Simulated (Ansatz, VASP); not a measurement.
**Bi in VASP and in Ansatz**

File INCAR:

```
  ALGO = Normal
  EDIFF = 1E-6
  ENCUT = 520
  GGA = PE
  ISIF = 2
  ISMEAR = -1
  LASPH = T
  LCHARG = F
  LREAL = F
  LWAVE = F
  NBANDS = 14
  NELM = 100
  PREC = Accurate
  SIGMA = 0.08
```

The input KPOINTS:

```
k-points
0
Gamma
  13 13 13
```

The input POSCAR:

```
Bi
1.0
   -1.5275667774      1.5275667774      1.5275667774
    1.5275667774     -1.5275667774      1.5275667774
    1.5275667774      1.5275667774     -1.5275667774
Bi
1
Direct
    0.0000000000      0.0000000000      0.0000000000
```

Input for Ansatz:

```yaml
crystal:
  lattice:
    - [-1.5275667774, 1.5275667774, 1.5275667774]
    - [1.5275667774, -1.5275667774, 1.5275667774]
    - [1.5275667774, 1.5275667774, -1.5275667774]
  atoms:
    - { symbol: Bi, position: [0.0, 0.0, 0.0] }
kpoints:
  mp_grid: { grid: [13, 13, 13] }
scf:
  occupations: { method: fermi_dirac, width: 0.08 }
hamiltonian:
  xc: pbe
  pseudopotentials: { kind: all_electron, datasets: crystal }
output:
  forces: true
  stress: true
  eigenvalues: true
```

Change from the starting cell: volume scaled by 0.45, crystal datasets.

Alike in both runs: task single point; functional PBE; k mesh 13 × 13 × 13; occupations fermi-dirac, width 0.08 eV; no spin polarisation.

|  | VASP | Ansatz |
| --- | --- | --- |
| version | VASP 6.6.1 | Ansatz 0.2.0 |
| potentials or method | VASP PAW PBE potentials, release 64 (Bi_d), cutoff 520 eV | all-electron PAW with datasets made for the crystal, scalar-relativistic |

```tsv
	VASP	Ansatz	Ansatz less VASP
pressure (GPa)	268.9	268.8	-0.11
```

Both programs put the cell under a high pressure, so it lies far from rest at this level. Ansatz ran all-electron here, and VASP with PAW potentials.

Spin-orbit coupling is off throughout. Noted on VASP's run: the cell as given lies far from equilibrium.
